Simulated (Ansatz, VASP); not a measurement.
# Ge: VASP beside Ansatz

Contents of POSCAR:

```
Ge
1.0
    1.3971490000     -2.6005160000      0.0000000000
    1.3971490000      2.6005160000      0.0000000000
    0.0000000000      0.0000000000      2.6982310000
Ge
1
Direct
    0.5000000000      0.5000000000      0.0000000000
```

INCAR.step1

```
SYSTEM = Ge
ALGO     = Normal         ! electronic algorithm
EDIFF    = 1E-5           ! SCF threshold, eV
ENCUT    = 520            ! plane-wave cutoff, eV
GGA      = PE             ! functional
ISIF     = 2              ! what is computed and relaxed
ISMEAR   = -1             ! smearing method
LASPH    = .TRUE.         ! aspherical terms in the spheres
LCHARG   = .FALSE.        ! write CHGCAR
LREAL    = .FALSE.        ! projectors in reciprocal space
LWAVE    = .TRUE.         ! write WAVECAR
NBANDS   = 13             ! bands
NELM     = 100            ! most SCF steps
PREC     = Accurate       ! precision mode
SIGMA    = 0.05           ! smearing width, eV
```

File INCAR.step2:

```
SYSTEM = Ge
ALGO     = Normal         ! electronic algorithm
EDIFF    = 1E-6           ! SCF threshold, eV
ENCUT    = 520            ! plane-wave cutoff, eV
GGA      = PE             ! functional
HFSCREEN = 0.2079         ! screening, 1/A
ISIF     = 2              ! what is computed and relaxed
ISMEAR   = -1             ! smearing method
ISTART   = 1            
LASPH    = .TRUE.         ! aspherical terms in the spheres
LCHARG   = .FALSE.        ! write CHGCAR
LHFCALC  = .TRUE.         ! exact exchange
LREAL    = .FALSE.        ! projectors in reciprocal space
LWAVE    = .FALSE.        ! write WAVECAR
NBANDS   = 13             ! bands
NELM     = 100            ! most SCF steps
PREC     = Accurate       ! precision mode
PRECFOCK = Normal       
SIGMA    = 0.05           ! smearing width, eV
```

The input KPOINTS:

```
k-points
0
G
  6 6 6
  0 0 0
```

input.yaml

```yaml
crystal:
  lattice:
    - [1.397149, -2.600516, 0.0]
    - [1.397149, 2.600516, 0.0]
    - [0.0, 0.0, 2.698231]
  atoms:
    - { symbol: Ge, position: [0.5, 0.5, 0.0] }
hamiltonian:
  xc: hse06
  pseudopotentials: { kind: paw }
kpoints:
  mp_grid: { grid: [6, 6, 6] }
scf:
  occupations: { method: fermi_dirac, width: 0.05 }
  n_extra_bands: 6
output:
  forces: true
  stress: true
  eigenvalues: true
  dos: { projected: true, de: 0.05 }
  write_density: true
  write_potential: true
  elf: true
  volumetric_format: npy
```

Alike in both runs: functional HSE06; k mesh 6 × 6 × 6; occupations fermi-dirac, width 0.05 eV; no spin polarisation.

```csv
,VASP,Ansatz
version,VASP 6.6.1,Ansatz 0.2.0
potentials or method,"VASP PAW PBE potentials, release 64 (Ge_d)",Ansatz PAW
plane-wave cutoff (eV),520,420
valence electrons in the cell,14,14
task,single point,projected density of states
```

Ansatz gave:

* gap on the k mesh at the Fermi level (eV): none
* pressure (GPa): -3.1
* traceless stress, the component that is largest in VASP (GPa): 7.00

Task: Estimate VASP's values.

Result: gap on the k mesh at the Fermi level (eV): none; pressure (GPa): -2.8; traceless stress, the component that is largest in VASP (GPa): 6.99.

A gap of «none» marks a metal or a gap that the smearing closes. The functional is the same, so the differences come from potentials, cutoffs and numerics.

The k mesh is coarse, so the values compare programs but aren't converged.
